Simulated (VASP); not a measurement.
# Nb (I4/mmm) in VASP: notebook

The runs below take Nb through single point, with r2SCAN.

Everything below comes from runs of VASP 6.6.1. Logs are shortened: lines on timing, memory, paths and dates and some standing lists are left out, and cuts for length are marked.

### Step 1. The cell of the first run

Symmetry: I4/mmm, No. 139, tetragonal system. The conventional cell has a = 3.245 Å, b = 3.245 Å, c = 3.494 Å, α = 90.00°, β = 90.00°, γ = 90.00°. Nb (site symmetry 4/mmm) has 14 Nb at 2.88 to 3.49 Å within 3.8 Å.

### Step 2. Single point, r2SCAN (strain -0.025 along x and y, +0.050 along z)

POSCAR reads:

```
Nb
1.0
   -1.6223512500      1.6223512500      1.7471475000
    1.6223512500     -1.6223512500      1.7471475000
    1.6223512500      1.6223512500     -1.7471475000
Nb
1
Direct
    0.0000000000      0.0000000000      0.0000000000
```

INCAR.step1 reads:

```
  PREC = Accurate
  ENCUT = 520
  ISMEAR = 0
  SIGMA = 0.15
  LREAL = F
  LASPH = T
  NELM = 100
  NBANDS = 12
  GGA = PE
  ALGO = Normal
  EDIFF = 1E-4
  LWAVE = T
  LCHARG = F
```

INCAR.step2 reads:

```
  PREC = Accurate
  ENCUT = 520
  EDIFF = 1E-7
  ISMEAR = 0
  SIGMA = 0.15
  LREAL = F
  LASPH = T
  NELM = 100
  ALGO = Normal
  ISIF = 2
  LWAVE = F
  LCHARG = F
  METAGGA = R2SCAN
  LMIXTAU = T
  NBANDS = 12
  ISTART = 1
```

KPOINTS reads:

```
Automatic mesh
0
Gamma
  20 20 20
```

Potentials or basis: VASP PAW PBE potentials, release 64 (Nb_sv).

Command:

```sh
$ cat potpaw_PBE.64/Nb_sv/POTCAR > POTCAR
$ cp INCAR.step1 INCAR
$ mpirun -np 1 vasp_std > vasp.out
$ cp INCAR.step2 INCAR
$ mpirun -np 1 vasp_std > vasp.out
```

OUTCAR:

```text
PREC = Accurate
   ENCUT = 520
   EDIFF = 1E-7
   ISMEAR = 0
   LREAL = F
   LASPH = T
   NELM = 100
   ISIF = 2
   METAGGA = R2SCAN
   ISTART = 1

 ion  position               nearest neighbor table
   1  0.000  0.000  0.000-

  LATTYP: Found a body centered tetragonal cell.
 ALAT       =     3.2447025000
 C/A-ratio  =     1.0769230769

  Lattice vectors:

 A1 = (  -1.6223512500,   1.6223512500,   1.7471475000)
 A2 = (   1.6223512500,  -1.6223512500,   1.7471475000)
 A3 = (   1.6223512500,   1.6223512500,  -1.7471475000)

Analysis of symmetry for initial positions (statically):
=====================================================================
 Subroutine PRICEL returns:
 Original cell was already a primitive cell.

 Routine SETGRP: Setting up the symmetry group for a
 body centered tetragonal supercell.

 Subroutine GETGRP returns: Found 16 space group operations
 (whereof 16 operations were pure point group operations)
 out of a pool of 16 trial point group operations.

The static configuration has the point symmetry D_4h.

Analysis of symmetry for dynamics (positions and initial velocities):
=====================================================================
 Subroutine PRICEL returns:
 Original cell was already a primitive cell.

 Routine SETGRP: Setting up the symmetry group for a
 body centered tetragonal supercell.

 Subroutine GETGRP returns: Found 16 space group operations
 (whereof 16 operations were pure point group operations)
 out of a pool of 16 trial point group operations.

The dynamic configuration has the point symmetry D_4h.

 Subroutine INISYM returns: Found 16 space group operations
 (whereof 16 operations are pure point group operations),
 and found     1 'primitive' translations

----------------------------------------------------------------------------------------

                                     Primitive cell

  volume of cell :      18.3941

  direct lattice vectors                    reciprocal lattice vectors
    -1.622351250  1.622351250  1.747147500     0.000000000  0.308194665  0.286180760
     1.622351250 -1.622351250  1.747147500     0.308194665  0.000000000  0.286180760
     1.622351250  1.622351250 -1.747147500     0.308194665  0.308194665  0.000000000

  length of vectors
     2.883846657  2.883846657  2.883846657     0.420575058  0.420575058  0.435853075

  position of ions in fractional coordinates (direct lattice)
[... 83 lines left out ...]
   ISIF   =      2    stress and relaxation
   ISYM   =      2    0-nonsym 1-usesym 2-fastsym
   POTIM  = 0.5000    time-step for ionic-motion
   TEBEG  =    0.0;   TEEND  =   0.0 temperature during run
   PSTRESS=    0.0 pullay stress
   NELECT =      13.0000    total number of electrons
   NUPDOWN=      -1.0000    fix difference up-down
   EMIN   =  10.00;   EMAX   =-10.00  energy-range for DOS
   EFERMI =   0.00;   METHOD = LEGACY
   ISMEAR =     0;   SIGMA  =   0.15  broadening in eV -4-tet -1-fermi 0-gaus
   EFERMI_NEDOS =   21; number of points for ismear=-14 and -15
   IALGO  =     38    algorithm
   IMIX   =      4    mixing-type and parameters
     AMIX     =   0.40;   BMIX     =  1.00
     AMIX_MAG =   1.60;   BMIX_MAG =  1.00
  volume/ion in A,a.u.               =      18.39       124.13
  Fermi-wavevector in a.u.,A,eV,Ry     =   1.458242  2.755677 28.932364  2.126469
  Thomas-Fermi vector in A             =   2.574949
   LORBIT       =      0    0 simple, 1 ext, 2 COOP (PROOUT), +10 PAW based schemes
   METAGGA = R2SCAN    functional components
   LHFCALC =     F    Hartree Fock is set to
   AEXX    =    0.0000 exact exchange contribution
   IVDW    =     0    specifies the selected vdW correction
   LEPSILON=     F    determine dielectric tensor
   LRPA    =     F    only Hartree local field effects (RPA)
 non-spin polarized calculation
 Gauss-broadening in eV      SIGMA  =   0.15
  energy-cutoff  :      520.00
  volume of cell :       18.39
 maximum number of plane-waves:       512
 NGX is ok and might be reduce to    24
   NGX = 11   NGY = 11   NGZ = 11

 number of electron      13.0000000 magnetization

 Free energy of the ion-electron system (eV)
  ---------------------------------------------------
  ext. energy  EPLUGINS =         0.00000000
  ---------------------------------------------------
  free energy    TOTEN  =       -24.82229793 eV

  energy without entropy =      -24.80535188  energy(sigma->0) =      -24.81382491

 E-fermi :  10.8700     XC(G=0): -13.5031

 val. band max:       10.8688289779   @ k =   0.3500   0.2000   0.0500
 cond. band min:      10.8702495730   @ k =  -0.4000   0.1000   0.0000
 fundamental gap:      0.0014205951
 Fermi energy:        10.8699675273

 k-point     1 :       0.0000    0.0000    0.0000
  band No.  band energies     occupation
      1     -45.3347      2.00000
      2     -19.9210      2.00000
      3     -19.9210      2.00000
      4     -19.9181      2.00000
      5       4.5955      2.00000
      6      11.0676      0.06241
      7      11.0676      0.06241
      8      11.8993      0.00000
      9      13.7506      0.00000
     10      14.8310      0.00000
     11      24.8298      0.00000
     12      26.1833      0.00000
[... 331 lines left out ...]
 k-point    24 :      -0.3500    0.0500    0.0000
  band No.  band energies     occupation
      1     -45.1557      2.00000
      2     -20.9366      2.00000
      3     -20.2124      2.00000
      4     -19.9391      2.00000
      5       7.1626      2.00000
      6       9.9731      2.00000
      7      10.9116      0.69476
      8      13.5421      0.00000
      9      14.8988      0.00000
     10      15.1569      0.00000
     11      24.5167      0.00000
     12      25.5784      0.00000

 [... further k-points ...]

------------------------ aborting loop because EDIFF is reached ----------------------------------------

  FORCE on cell =-STRESS in cart. coord.  units (eV):
  Direction    XX          YY          ZZ          XY          YZ          ZX
  --------------------------------------------------------------------------------------
  -------------------------------------------------------------------------------------
  Total       -0.0460990     -0.0460990     -0.9980943      0.0000000      0.0000000      0.0000000
  in kB       -4.0153459     -4.0153459    -86.9366310      0.0000000      0.0000000      0.0000000
  external PRESSURE =     -31.6557742 kB  Pullay stress =       0.0000000 kB

 VOLUME and BASIS-vectors are now :
 -----------------------------------------------------------------------------
  energy-cutoff  :      520.00
  volume of cell :       18.39
      direct lattice vectors                 reciprocal lattice vectors
    -1.622351250  1.622351250  1.747147500     0.000000000  0.308194665  0.286180760
     1.622351250 -1.622351250  1.747147500     0.308194665  0.000000000  0.286180760
     1.622351250  1.622351250 -1.747147500     0.308194665  0.308194665  0.000000000

 POSITION                                       TOTAL-FORCE (eV/Angst)
 -----------------------------------------------------------------------------------
      0.00000      0.00000      0.00000         0.000000     -0.000000     -0.000000
 -----------------------------------------------------------------------------------
    total drift:                                0.000000      0.000000     -0.000000

  FREE ENERGIE OF THE ION-ELECTRON SYSTEM (eV)
  ---------------------------------------------------
  free  energy   TOTEN  =       -24.8222979323 eV

  energy  without entropy=      -24.8053518786  energy(sigma->0) =      -24.81382491
```

OSZICAR.step1:

```text
N       E                     dE             d eps       ncg     rms          rms(c)
DAV:   1     0.116784915306E+03    0.11678E+03   -0.72754E+03 15488   0.108E+03
DAV:   2    -0.579403413045E+01   -0.12258E+03   -0.11804E+03 16708   0.389E+02
DAV:   3    -0.103459163839E+02   -0.45519E+01   -0.43371E+01 22088   0.656E+01
DAV:   4    -0.106273791935E+02   -0.28146E+00   -0.27928E+00 21776   0.146E+01
DAV:   5    -0.106370854278E+02   -0.97062E-02   -0.97030E-02 22184   0.228E+00    0.690E+00
DAV:   6    -0.102384316550E+02    0.39865E+00   -0.60904E-01 24736   0.989E+00    0.240E+00
DAV:   7    -0.101933328001E+02    0.45099E-01   -0.18186E-01 25508   0.536E+00    0.956E-01
DAV:   8    -0.101985407314E+02   -0.52079E-02   -0.12164E-02 18496   0.145E+00    0.458E-02
DAV:   9    -0.101985849461E+02   -0.44215E-04   -0.97491E-04 24684   0.308E-01
   1 F= -.10198585E+02 E0= -.10189575E+02  d E =-.180198E-01
```

It took 8.5 min on 1 thread of AMD EPYC 7R43 (Zen 3), shared host; peak memory 0.22 GiB.

Results:

| Quantity | Value |
| --- | --- |
| Free energy | -24.8223 eV |
| Pressure | -3.2 GPa |
| Band gap on the k mesh | zero (an odd number of electrons rules out a gap without spin polarisation) |

Stress tensor (GPa, compression positive):
```
-0.40  0.00  0.00
 0.00 -0.40  0.00
 0.00  0.00 -8.69
```

Caveat: the cell differs from its parent crystal (strain -0.025 along x and y, +0.050 along z); the stress differs along the axes, from -9 to -0 GPa; the PAW data sets were made with another functional, which shifts forces and pressure a little.

### Step 3. Single point, r2SCAN (strain +0.025 along x and y, -0.050 along z)

POSCAR reads:

```
Nb
1.0
   -1.7055487500      1.7055487500      1.5807525000
    1.7055487500     -1.7055487500      1.5807525000
    1.7055487500      1.7055487500     -1.5807525000
Nb
1
Direct
    0.0000000000      0.0000000000      0.0000000000
```

INCAR.step1 reads:

```
SYSTEM = Nb
  PREC = Accurate
  ENCUT = 520
  ISMEAR = 0
  SIGMA = 0.15
  LREAL = .FALSE.
  LASPH = .TRUE.
  NELM = 60
  NBANDS = 12
  GGA = PE
  ALGO = Normal
  EDIFF = 1E-4
  LWAVE = .TRUE.
  LCHARG = .FALSE.
```

INCAR.step2 reads:

```
SYSTEM = Nb
  PREC = Accurate
  ENCUT = 520
  EDIFF = 1E-7
  ISMEAR = 0
  SIGMA = 0.15
  LREAL = .FALSE.
  LASPH = .TRUE.
  NELM = 60
  ALGO = Normal
  ISIF = 2
  LWAVE = .FALSE.
  LCHARG = .FALSE.
  METAGGA = R2SCAN
  LMIXTAU = .TRUE.
  NBANDS = 12
  ISTART = 1
```

KPOINTS reads:

```
regular mesh
0
G
  20 20 20
  0 0 0
```

Potentials or basis: VASP PAW PBE potentials, release 64 (Nb_sv).

Command:

```sh
$ cat potpaw_PBE.64/Nb_sv/POTCAR > POTCAR
$ cp INCAR.step1 INCAR
$ mpirun -np 1 vasp_std > vasp.out
$ cp INCAR.step2 INCAR
$ mpirun -np 1 vasp_std > vasp.out
```

It took 8.7 min on 1 thread of AMD EPYC 7R43 (Zen 3), shared host; peak memory 0.22 GiB.

The run converged. Its results:

| Property | Result |
| --- | --- |
| Free energy | -24.8268 eV |
| Pressure | -3.3 GPa |
| Band gap on the k mesh | zero (an odd number of electrons rules out a gap without spin polarisation) |

Stress tensor (GPa, compression positive):
```
-5.24  0.00  0.00
 0.00 -5.24  0.00
 0.00  0.00  0.61
```

Levels at points of the mesh, in eV from the Fermi level:
```
           k point  band 2  band 3  band 4  band 5  band 6  band 7  band 8  band 9  band 10  band 11
(0.00, 0.00, 0.00)  -30.79  -30.79  -30.79   -6.28   -0.16    0.79    0.79    2.79     4.05    14.36
(0.50, 0.00, 0.00)  -32.15  -31.23  -30.84   -3.86   -1.96    2.35    3.52    4.72     6.45    12.01
(0.50, 0.50, 0.00)  -32.15  -31.15  -30.75   -3.80   -0.98    1.74    2.68    3.87     6.35    11.92
(0.50, 0.50, 0.50)  -31.77  -31.77  -31.57   -3.86   -3.70    5.64    5.64    5.86     8.68     8.68
```

Caveat: the cell differs from its parent crystal (strain +0.025 along x and y, -0.050 along z); the stress differs along the axes, from -5 to 1 GPa; the PAW data sets were made with another functional, which shifts forces and pressure a little.

### Step 4. Single point, r2SCAN (strain +0.050 along x and y, -0.050 along z)

POSCAR reads:

```
Nb
1.0
   -1.7471475000      1.7471475000      1.5807525000
    1.7471475000     -1.7471475000      1.5807525000
    1.7471475000      1.7471475000     -1.5807525000
Nb
1
Direct
    0.0000000000      0.0000000000      0.0000000000
```

INCAR.step1 reads:

```
SYSTEM = Nb
PREC = Accurate ; ENCUT = 520
ISMEAR = 0 ; SIGMA = 0.15
LREAL = .False. ; LASPH = .True.
NELM = 100 ; NBANDS = 12
GGA = PE ; ALGO = Normal
EDIFF = 1E-4 ; LWAVE = .True.
LCHARG = .False.
```

INCAR.step2 reads:

```
SYSTEM = Nb
PREC = Accurate ; ENCUT = 520
EDIFF = 1E-6 ; ISMEAR = 0
SIGMA = 0.15 ; LREAL = .False.
LASPH = .True. ; NELM = 100
ALGO = Normal ; ISIF = 2
LWAVE = .False. ; LCHARG = .True.
METAGGA = R2SCAN ; LMIXTAU = .True.
LELF = .True. ; LVHAR = .True.
NBANDS = 12 ; ISTART = 1
```

KPOINTS reads:

```
Automatic mesh
0
Gamma
  20 20 20
  0 0 0
```

Potentials or basis: VASP PAW PBE potentials, release 64 (Nb_sv).

Command:

```sh
$ cat potpaw_PBE.64/Nb_sv/POTCAR > POTCAR
$ cp INCAR.step1 INCAR
$ mpirun -np 1 vasp_std > vasp.out
$ cp INCAR.step2 INCAR
$ mpirun -np 1 vasp_std > vasp.out
```

OUTCAR:

```text
SYSTEM = Nb
   PREC = Accurate
   ENCUT = 520
   EDIFF = 1E-6
   ISMEAR = 0
   LREAL = .False.
   LASPH = .True.
   NELM = 100
   ISIF = 2
   METAGGA = R2SCAN
   ISTART = 1

 ion  position               nearest neighbor table
   1  0.000  0.000  0.000-

  LATTYP: Found a body centered tetragonal cell.
 ALAT       =     3.4942950000
 C/A-ratio  =     0.9047619048

  Lattice vectors:

 A1 = (  -1.7471475000,   1.7471475000,   1.5807525000)
 A2 = (   1.7471475000,  -1.7471475000,   1.5807525000)
 A3 = (   1.7471475000,   1.7471475000,  -1.5807525000)

Analysis of symmetry for initial positions (statically):
=====================================================================
 Subroutine PRICEL returns:
 Original cell was already a primitive cell.

 Routine SETGRP: Setting up the symmetry group for a
 body centered tetragonal supercell.

 Subroutine GETGRP returns: Found 16 space group operations
 (whereof 16 operations were pure point group operations)
 out of a pool of 16 trial point group operations.

The static configuration has the point symmetry D_4h.

[... 167 lines left out ...]
  band No.  band energies     occupation
      1     -46.0574      2.00000
      2     -20.7367      2.00000
      3     -20.7367      2.00000
      4     -20.7289      2.00000
      5       4.0432      2.00000
      6       9.9406      1.99651
      7      11.1394      0.00000
      8      11.1394      0.00000
      9      12.6806      0.00000
     10      14.2375      0.00000
     11      24.3464      0.00000
     12      24.3464      0.00000
[... 331 lines left out ...]
 k-point    24 :      -0.3500    0.0500    0.0000
  band No.  band energies     occupation
      1     -45.9025      2.00000
      2     -21.5909      2.00000
      3     -21.0237      2.00000
      4     -20.7863      2.00000
      5       6.6796      2.00000
      6       8.8599      2.00000
      7      10.4192      0.11144
      8      13.5751      0.00000
      9      13.7872      0.00000
     10      14.2832      0.00000
     11      23.4443      0.00000
     12      25.5566      0.00000

 [... further k-points ...]

------------------------ aborting loop because EDIFF is reached ----------------------------------------

  FORCE on cell =-STRESS in cart. coord.  units (eV):
  Direction    XX          YY          ZZ          XY          YZ          ZX
  --------------------------------------------------------------------------------------
  -------------------------------------------------------------------------------------
  Total       -1.4944253     -1.4944253     -0.6595596      0.0000000      0.0000000      0.0000000
  in kB     -124.0514284   -124.0514284    -54.7496822      0.0000000      0.0000000      0.0000000
  external PRESSURE =    -100.9508463 kB  Pullay stress =       0.0000000 kB

 VOLUME and BASIS-vectors are now :
 -----------------------------------------------------------------------------
  energy-cutoff  :      520.00
  volume of cell :       19.30
      direct lattice vectors                 reciprocal lattice vectors
    -1.747147500  1.747147500  1.580752500     0.000000000  0.286180760  0.316305051
     1.747147500 -1.747147500  1.580752500     0.286180760  0.000000000  0.316305051
     1.747147500  1.747147500 -1.580752500     0.286180760  0.286180760  0.000000000

 POSITION                                       TOTAL-FORCE (eV/Angst)
 -----------------------------------------------------------------------------------
      0.00000      0.00000      0.00000        -0.000000      0.000000      0.000000
 -----------------------------------------------------------------------------------
    total drift:                                0.000000      0.000000     -0.000000

  FREE ENERGIE OF THE ION-ELECTRON SYSTEM (eV)
  ---------------------------------------------------
  free  energy   TOTEN  =       -24.7762864342 eV

  energy  without entropy=      -24.7603653919  energy(sigma->0) =      -24.76832591
```

Wall time 7.9 min (1 thread of AMD EPYC 7R43 (Zen 3), shared host); peak memory 0.23 GiB.

What came out:

- Free energy: -24.7763 eV
- Pressure: -10.1 GPa
- Band gap on the k mesh: zero (an odd number of electrons rules out a gap without spin polarisation)

Stress tensor (GPa, compression positive):
```
-12.41   0.00   0.00
  0.00 -12.41   0.00
  0.00   0.00  -5.47
```

Caveat: the cell differs from its parent crystal (strain +0.050 along x and y, -0.050 along z); the stress differs along the axes, from -12 to -5 GPa; the PAW data sets were made with another functional, which shifts forces and pressure a little.

### Step 5. The runs side by side

| cell | gap on the mesh (eV) | pressure (GPa) |
| --- | --- | --- |
| a = 2.884 Å, angles 111.5, 111.5, 105.4°, 1 atom | none | -3.2 |
| a = 2.884 Å, angles 107.5, 107.5, 113.5°, 1 atom | none | -3.3 |
| a = 2.933 Å, angles 106.9, 106.9, 114.8°, 1 atom | none | -10.1 |

Alike in all rows: task single point; level r2SCAN; potentials or basis VASP PAW PBE potentials, release 64 (Nb_sv); no spin polarisation; k mesh 20 × 20 × 20; cutoff (eV) 520; smearing gaussian 0.15 eV.

Caveats: the PAW data sets were made with another functional, which shifts forces and pressure a little; the stress differs along the axes, from -9 to -0 GPa (at least some runs); the stress differs along the axes, from -5 to 1 GPa (at least some runs); the stress differs along the axes, from -12 to -5 GPa (at least some runs).

Total energies depend on the potentials used, so only differences within one code and one set of settings carry meaning.
